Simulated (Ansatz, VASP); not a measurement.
**One calculation of AlN, two programs**

```xyz
2
Lattice="0.0000 2.0437 2.0437 2.0437 0.0000 2.0437 2.0437 2.0437 0.0000" Properties=species:S:1:pos:R:3 pbc="T T T"
Al    0.0000    0.0000    0.0000
N     1.0219    1.0219    1.0219
```

Change from the starting cell: volume scaled by 0.8, PAW files.

Alike in both runs: task single point; functional PBE; k mesh 17 × 17 × 17; occupations fermi-dirac, width 0.08 eV; no spin polarisation.

|  | VASP | Ansatz |
| --- | --- | --- |
| version | VASP 6.6.1 | Ansatz 0.2.0 |
| potentials or method | VASP PAW PBE potentials, release 64 (Al, N) | PAW with Ansatz's default frozen-core files, scalar-relativistic |
| plane-wave cutoff (eV) | 520 | 420 |
| valence electrons in the cell | 8 | 8 |

```tsv
	VASP	Ansatz	Ansatz less VASP
gap on the k mesh at the Fermi level (eV)	3.45	3.46	+0.013
pressure (GPa)	66.3	66.1	-0.17
```

Both programs put the cell under a high pressure, so it lies far from rest at this level.

Noted on VASP's run: the cell as given lies far from equilibrium.
